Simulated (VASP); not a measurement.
A run of VASP 6.6.1 is set up as follows.

POSCAR

```
BiTe
1.0
    0.0000000000      3.2157202800      3.2157202800
    3.2157202800      0.0000000000      3.2157202800
    3.2157202800      3.2157202800      0.0000000000
Bi Te
1 1
Direct
    0.0000000000      0.0000000000      0.0000000000
    0.5000000000      0.5000000000      0.5000000000
```

The input INCAR.step1:

```
SYSTEM = BiTe
  PREC = Accurate
  ENCUT = 520
  ISMEAR = -1
  SIGMA = 0.1
  LREAL = .FALSE.
  LASPH = .TRUE.
  NELM = 60
  NBANDS = 18
  GGA = PE
  ALGO = Normal
  EDIFF = 1E-4
  LWAVE = .TRUE.
  LCHARG = .FALSE.
```

The input INCAR.step2:

```
SYSTEM = BiTe
  PREC = Accurate
  ENCUT = 520
  EDIFF = 1E-6
  ISMEAR = -1
  SIGMA = 0.1
  LREAL = .FALSE.
  LASPH = .TRUE.
  NELM = 60
  ALGO = Normal
  ISIF = 2
  LWAVE = .FALSE.
  LCHARG = .FALSE.
  METAGGA = R2SCAN
  LMIXTAU = .TRUE.
  NBANDS = 18
  ISTART = 1
```

KPOINTS

```
regular mesh
0
G
  9 9 9
  0 0 0
```

Potentials or basis: VASP PAW PBE potentials, release 64 (Bi_d, Te).

Command:

```console
$ cat potpaw_PBE.64/Bi_d/POTCAR potpaw_PBE.64/Te/POTCAR > POTCAR
$ cp INCAR.step1 INCAR
$ mpirun -np 1 vasp_std > vasp.out
$ cp INCAR.step2 INCAR
$ mpirun -np 1 vasp_std > vasp.out
```

Task: Predict the pressure.

Result: 1.0 GPa.

Caveat: the PAW data sets were made with another functional, which shifts forces and pressure a little.
